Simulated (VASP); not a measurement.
# C (P1) in VASP: single point with LDA

Aim: the single point of C with LDA.

All numbers are computed with VASP 6.6.1; they aren't measurements. Logs are shortened: lines on timing, memory, paths and dates and some standing lists are left out, and cuts for length are marked.

**1. The cell of the first run**

The typed cell holds 8 atoms: a = 4.233 Å, b = 4.664 Å, c = 4.664 Å, α = 63.26°, β = 63.01°, γ = 63.01°.

**2. Single point, LDA (atoms moved at random)**

Input file INCAR:

```
PREC = Accurate
ENCUT = 520
EDIFF = 1E-6
ISMEAR = 0
SIGMA = 0.03
LREAL = F
LASPH = T
NELM = 80
ALGO = Normal
ISIF = 2
LWAVE = F
LCHARG = F
GGA = CA
NBANDS = 26
```

Input file KPOINTS:

```
regular mesh
0
Gamma
  10 10 10
```

Input file POSCAR:

```
C
1.0
    0.0000000000     -4.2333014970      0.0000000000
   -2.4455693343     -2.1166507485     -3.3597491838
    2.4455693343     -2.1166507485     -3.3597491838
C
8
Direct
    0.8224320683      0.4936170933      0.5123344999
    0.8177270812     -0.0011051437      1.0038893784
    0.3326678343      0.7339779374      0.2598627247
    0.3134872829      0.2513201149      0.7566173645
    0.1831788661      0.5020665699      0.4796458227
    0.1662078729      0.0149613568      1.0059573333
    0.6829832182      0.7480449274      0.2594728773
    0.6813157760      0.2571171440      0.7222199993
```

Potentials or basis: VASP PAW LDA potentials, release 64 (C).

On the command line:

```
> cat potpaw_LDA.64/C/POTCAR > POTCAR
> mpirun -np 1 vasp_std > vasp.out
```

OUTCAR:

```text
PREC = Accurate
   ENCUT = 520
   EDIFF = 1E-6
   ISMEAR = 0
   LREAL = F
   LASPH = T
   NELM = 80
   ISIF = 2
   GGA = CA

 ion  position               nearest neighbor table
   1  0.822  0.494  0.512-   8 1.28   7 1.37   5 1.48
   2  0.818  0.999  0.004-   7 1.36   8 1.46   6 1.52
   3  0.333  0.734  0.260-   5 1.29   6 1.46   7 1.51
   4  0.313  0.251  0.757-   6 1.33   5 1.43   8 1.50
   5  0.183  0.502  0.480-   3 1.29   4 1.43   1 1.48
   6  0.166  0.015  0.006-   4 1.33   3 1.46   2 1.52
   7  0.683  0.748  0.259-   2 1.36   1 1.37   3 1.51
   8  0.681  0.257  0.722-   1 1.28   2 1.46   4 1.50

  LATTYP: Found a body centered orthorhombic cell.
 ALAT       =     4.2333014970
 B/A-ratio  =     1.1553957761
 C/A-ratio  =     1.5872950160

  Lattice vectors:

 A1 = (   2.4455693343,   2.1166507485,   3.3597491838)
 A2 = (  -2.4455693343,  -2.1166507485,   3.3597491838)
 A3 = (   2.4455693343,  -2.1166507485,  -3.3597491838)

Analysis of symmetry for initial positions (statically):
=====================================================================
 Subroutine PRICEL returns:
 Original cell was already a primitive cell.

 Routine SETGRP: Setting up the symmetry group for a
 body centered orthorhombic supercell.

 Subroutine GETGRP returns: Found  1 space group operations
 (whereof  1 operations were pure point group operations)
 out of a pool of  8 trial point group operations.

The static configuration has the point symmetry C_1 .

Analysis of symmetry for dynamics (positions and initial velocities):
=====================================================================
 Subroutine PRICEL returns:
 Original cell was already a primitive cell.

 Routine SETGRP: Setting up the symmetry group for a
 body centered orthorhombic supercell.

 Subroutine GETGRP returns: Found  1 space group operations
 (whereof  1 operations were pure point group operations)
 out of a pool of  8 trial point group operations.

The dynamic configuration has the point symmetry C_1 .

 Subroutine INISYM returns: Found  1 space group operations
 (whereof  1 operations are pure point group operations),
 and found     1 'primitive' translations

----------------------------------------------------------------------------------------

                                     Primitive cell

  volume of cell :      69.5658

  direct lattice vectors                    reciprocal lattice vectors
     0.000000000 -4.233301497  0.000000000     0.000000000 -0.236222249  0.148820633
    -2.445569334 -2.116650749 -3.359749184    -0.204451370  0.000000000 -0.148820633
     2.445569334 -2.116650749 -3.359749184     0.204451370  0.000000000 -0.148820633

  length of vectors
     4.233301497  4.663575274  4.663575274     0.279192643  0.252879306  0.252879306

  position of ions in fractional coordinates (direct lattice)
     0.822432068  0.493617093  0.512334500
     0.817727081  0.998894856  0.003889378
     0.332667834  0.733977937  0.259862725
     0.313487283  0.251320115  0.756617365
     0.183178866  0.502066570  0.479645823
     0.166207873  0.014961357  0.005957333
     0.682983218  0.748044927  0.259472877
     0.681315776  0.257117144  0.722219999

  ion indices of the primitive-cell ions
   primitive index   ion index
                 1           1
                 2           2
                 3           3
                 4           4
                 5           5
                 6           6
                 7           7
                 8           8

----------------------------------------------------------------------------------------

 KPOINTS: regular mesh

Automatic generation of k-mesh.
 Grid dimensions read from file:
 generate k-points for:   10   10   10

 Generating k-lattice:

  Cartesian coordinates                     Fractional coordinates (reciprocal lattice)
     0.000000000 -0.023622225  0.014882063     0.100000000  0.000000000  0.000000000
    -0.020445137  0.000000000 -0.014882063     0.000000000  0.100000000 -0.000000000
     0.020445137  0.000000000 -0.014882063     0.000000000 -0.000000000  0.100000000

  Length of vectors
     0.027919264  0.025287931  0.025287931

  Shift w.r.t. Gamma in fractional coordinates (k-lattice)
     0.000000000  0.000000000  0.000000000

 Subroutine IBZKPT returns following result:
 ===========================================

 Found    504 irreducible k-points:

 Following reciprocal coordinates:
            Coordinates               Weight
  0.000000  0.000000  0.000000      1.000000
  0.100000  0.000000  0.000000      2.000000
  0.100000  0.100000  0.100000      2.000000
  0.200000  0.000000  0.000000      2.000000
  0.200000  0.200000  0.200000      2.000000
  0.300000  0.000000  0.000000      2.000000
[... 16 lines left out ...]
 -0.300000 -0.300000 -0.200000      2.000000
  0.400000  0.100000 -0.000000      2.000000
 [... further k-points ...]
   k-points           NKPTS =    504   k-points in BZ     NKDIM =    504   number of bands    NBANDS=     26
   number of dos      NEDOS =    301   number of ions     NIONS =      8
   total plane-waves  NPLWV =  41472
   dimension x,y,z NGX =    32 NGY =   36 NGZ =   36
   dimension x,y,z NGXF=    64 NGYF=   72 NGZF=   72
   ions per type =               8
   NGX,Y,Z   is equivalent  to a cutoff of  12.57, 12.83, 12.83 a.u.
   NGXF,Y,Z  is equivalent  to a cutoff of  25.13, 25.67, 25.67 a.u.
 SYSTEM =  unknown system
   PREC   = accura    normal or accurate (medium, high low for compatibility)
   ISTART =      0    job   : 0-new  1-cont  2-samecut
   ICHARG =      2    charge: 1-file 2-atom 10-const
   ISPIN  =      1    spin polarized calculation?
   LNONCOLLINEAR =      F non collinear calculations
   LSORBIT =      F    spin-orbit coupling
   LASPH  =      T    aspherical Exc in radial PAW
   ENCUT  =  520.0 eV  38.22 Ry    6.18 a.u.   7.87  8.67  8.67*2*pi/ulx,y,z
   NELM   =     80;   NELMIN=  2; NELMDL= -5     # of ELM steps
   EDIFF  = 0.1E-05   stopping-criterion for ELM
   LREAL  =      F    real-space projection
   EDIFFG = 0.1E-04   stopping-criterion for IOM
   NSW    =      0    number of steps for IOM
   IBRION =     -1    ionic relax: 0-MD 1-quasi-New 2-CG
   NFREE  =      0    steps in history (QN), initial steepest desc. (CG)
   ISIF   =      2    stress and relaxation
   ISYM   =      2    0-nonsym 1-usesym 2-fastsym
   POTIM  = 0.5000    time-step for ionic-motion
   TEBEG  =    0.0;   TEEND  =   0.0 temperature during run
   PSTRESS=    0.0 pullay stress
   NELECT =      32.0000    total number of electrons
   NUPDOWN=      -1.0000    fix difference up-down
   EMIN   =  10.00;   EMAX   =-10.00  energy-range for DOS
   EFERMI =   0.00;   METHOD = LEGACY
   ISMEAR =     0;   SIGMA  =   0.03  broadening in eV -4-tet -1-fermi 0-gaus
   EFERMI_NEDOS =   21; number of points for ismear=-14 and -15
   IALGO  =     38    algorithm
   IMIX   =      4    mixing-type and parameters
     AMIX     =   0.40;   BMIX     =  1.00
     AMIX_MAG =   1.60;   BMIX_MAG =  1.00
  volume/ion in A,a.u.               =       8.70        58.68
  Fermi-wavevector in a.u.,A,eV,Ry     =   1.263745  2.388132 21.729207  1.597052
  Thomas-Fermi vector in A             =   2.397086
   LORBIT       =      0    0 simple, 1 ext, 2 COOP (PROOUT), +10 PAW based schemes
   GGA     = CA    functional components
   LHFCALC =     F    Hartree Fock is set to
   AEXX    =    0.0000 exact exchange contribution
   IVDW    =     0    specifies the selected vdW correction
   LEPSILON=     F    determine dielectric tensor
   LRPA    =     F    only Hartree local field effects (RPA)
 non-spin polarized calculation
 Gauss-broadening in eV      SIGMA  =   0.03
  energy-cutoff  :      520.00
  volume of cell :       69.57
 maximum number of plane-waves:      1891
   NGX = 15   NGY = 17   NGZ = 17

 number of electron      32.0000000 magnetization

 Free energy of the ion-electron system (eV)
  ---------------------------------------------------
  ext. energy  EPLUGINS =         0.00000000
  ---------------------------------------------------
  free energy    TOTEN  =       -78.94730072 eV

  energy without entropy =      -78.94719546  energy(sigma->0) =      -78.94724809

 E-fermi :   4.6398     XC(G=0): -10.7897

 val. band max:        4.6372641484   @ k =  -0.1000   0.5000  -0.3000
 cond. band min:       4.6731875654   @ k =  -0.1000  -0.1000   0.2000
 fundamental gap:      0.0359234171
 Fermi energy:         4.6397713215

 k-point     1 :       0.0000    0.0000    0.0000
  band No.  band energies     occupation
      1     -14.9759      2.00000
      2     -10.5040      2.00000
      3     -10.4180      2.00000
      4      -9.6450      2.00000
      5      -7.8285      2.00000
      6      -6.3865      2.00000
[... 18 lines left out ...]
     25      16.0022      0.00000
     26      16.2865      0.00000

 k-point     2 :       0.1000    0.0000    0.0000
  band No.  band energies     occupation
      1     -14.9084      2.00000
      2     -10.4683      2.00000
      3     -10.4143      2.00000
      4     -10.0801      2.00000
      5      -7.2650      2.00000
      6      -6.7144      2.00000
[... 18 lines left out ...]
     25      15.8678      0.00000
     26      16.0918      0.00000

 k-point     3 :       0.1000    0.1000    0.1000
  band No.  band energies     occupation
      1     -14.9084      2.00000
      2     -10.4683      2.00000
      3     -10.4144      2.00000
      4     -10.0799      2.00000
      5      -7.2649      2.00000
      6      -6.7143      2.00000
[... 572 lines left out ...]
 k-point    23 :      -0.3000   -0.3000   -0.2000
  band No.  band energies     occupation
      1     -14.3671      2.00000
      2     -11.8129      2.00000
      3     -10.6996      2.00000
      4      -9.2420      2.00000
      5      -8.6759      2.00000
      6      -6.9162      2.00000
[... 18 lines left out ...]
     25      14.5103      0.00000
     26      16.2542      0.00000

 k-point    24 :       0.4000    0.1000   -0.0000
  band No.  band energies     occupation
      1     -13.9207      2.00000
      2     -12.5731      2.00000
      3     -10.3558      2.00000
      4      -9.4823      2.00000
      5      -8.7439      2.00000
      6      -7.5087      2.00000
[... 18 lines left out ...]
     25      13.6342      0.00000
     26      15.2723      0.00000

 [... further k-points ...]

------------------------ aborting loop because EDIFF is reached ----------------------------------------

  FORCE on cell =-STRESS in cart. coord.  units (eV):
  Direction    XX          YY          ZZ          XY          YZ          ZX
  --------------------------------------------------------------------------------------
  -------------------------------------------------------------------------------------
  Total        9.6345436      0.2268252     -0.3245335      4.5983848      0.4139313      0.8783598
  in kB      221.8940691      5.2240322     -7.4743619    105.9058278      9.5332913     20.2295856
  external PRESSURE =      73.2145798 kB  Pullay stress =       0.0000000 kB

 VOLUME and BASIS-vectors are now :
 -----------------------------------------------------------------------------
  energy-cutoff  :      520.00
  volume of cell :       69.57
      direct lattice vectors                 reciprocal lattice vectors
     0.000000000 -4.233301497  0.000000000     0.000000000 -0.236222249  0.148820633
    -2.445569334 -2.116650749 -3.359749184    -0.204451370  0.000000000 -0.148820633
     2.445569334 -2.116650749 -3.359749184     0.204451370  0.000000000 -0.148820633

 POSITION                                       TOTAL-FORCE (eV/Angst)
 -----------------------------------------------------------------------------------
      0.04577     -5.61085     -3.37975        -5.861355     -5.880814      0.586773
     -2.43335     -5.58423     -3.36910        -2.290375     -4.349441     -0.052091
     -1.15948     -3.51190     -3.33906        -6.511496     -4.467974     -0.680327
      1.23574     -3.46054     -3.38642        -3.630372     -4.791767      1.032134
     -0.05483     -2.85339     -3.29831         6.653312      4.615361     -0.979443
     -0.02202     -0.74789     -0.07028         3.470623      4.041817      0.844222
     -1.19484     -5.02384     -3.38501        -0.461287      5.764208      0.289338
      1.13744     -4.95713     -3.29033         8.630950      5.068611     -1.040606
 -----------------------------------------------------------------------------------
    total drift:                               -0.000062     -0.000140      0.000023

  FREE ENERGIE OF THE ION-ELECTRON SYSTEM (eV)
  ---------------------------------------------------
  free  energy   TOTEN  =       -78.9473007203 eV

  energy  without entropy=      -78.9471954569  energy(sigma->0) =      -78.94724809
```

Wall time 9.4 min (1 thread of Intel Xeon Platinum 8488C (Sapphire Rapids), shared host); peak memory 0.61 GiB.

What came out:

```yaml
Free_energy: -78.9473 eV
Pressure: 7.3 GPa
Largest_force: 10.063 eV/Å
Band_gap_on_the_k_mesh: zero (band 16 reaches 4.67 eV, above the bottom of band 17 at 4.60 eV)
```

Forces in eV/Å, atoms in the order of the input:
```
C   -5.861 -5.881  0.587
C   -2.290 -4.349 -0.052
C   -6.511 -4.468 -0.680
C   -3.630 -4.792  1.032
C    6.653  4.615 -0.979
C    3.471  4.042  0.844
C   -0.461  5.764  0.289
C    8.631  5.069 -1.041
```

Stress tensor (GPa, compression positive):
```
22.19 10.59  2.02
10.59  0.52  0.95
 2.02  0.95 -0.75
```

Caveat: the cell differs from its parent crystal (atoms moved at random); forces of over 1 eV/Å act on the atoms, so gaps and moduli don't describe the material at rest.
